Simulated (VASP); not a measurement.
## Bi: single point with PBEsol

Crystal: Bi.

```
CELL_PARAMETERS angstrom
-2.03292 2.03292 2.03292
2.03292 -2.03292 2.03292
2.03292 2.03292 -2.03292
ATOMIC_POSITIONS crystal
Bi 0.00000 0.00000 0.00000
```

| Item | Value |
| --- | --- |
| Program | VASP 6.6.1 |
| Task | single point |
| Functional | PBEsol |
| Potentials or basis | VASP PAW PBE potentials, release 64 (Bi_d) |
| Cutoff | 520 eV |
| k mesh | 10 × 10 × 10 |
| Occupations | gaussian, width 0.1 eV |
| Spin | no spin polarisation |
| Dipole correction | no |
| Further INCAR settings | ALGO = Normal; EDIFF = 1e-06; NBANDS = 14 |

```json
{
 "Pressure": "-5.3 GPa"
}
```

Levels at points of the mesh, in eV from the Fermi level:
| k point | band 5 | band 6 | band 7 | band 8 | band 9 | band 10 |
| --- | --- | --- | --- | --- | --- | --- |
| (0.00, 0.00, 0.00) | -22.80 | -13.03 | 4.58 | 4.58 | 4.58 | 8.16 |
| (0.50, 0.00, 0.00) | -22.74 | -10.39 | -4.65 | 1.43 | 3.22 | 5.69 |
| (0.50, 0.50, 0.50) | -22.75 | -8.61 | -1.64 | -1.64 | -1.64 | 3.59 |

Wall time 11 s on 1 thread of AMD EPYC 7R13 (shared host), peak memory 0.16 GiB.

Caveat: the PAW data sets were made with another functional, which shifts forces and pressure a little; spin-orbit coupling is left out, which moves the levels of the heavy elements.
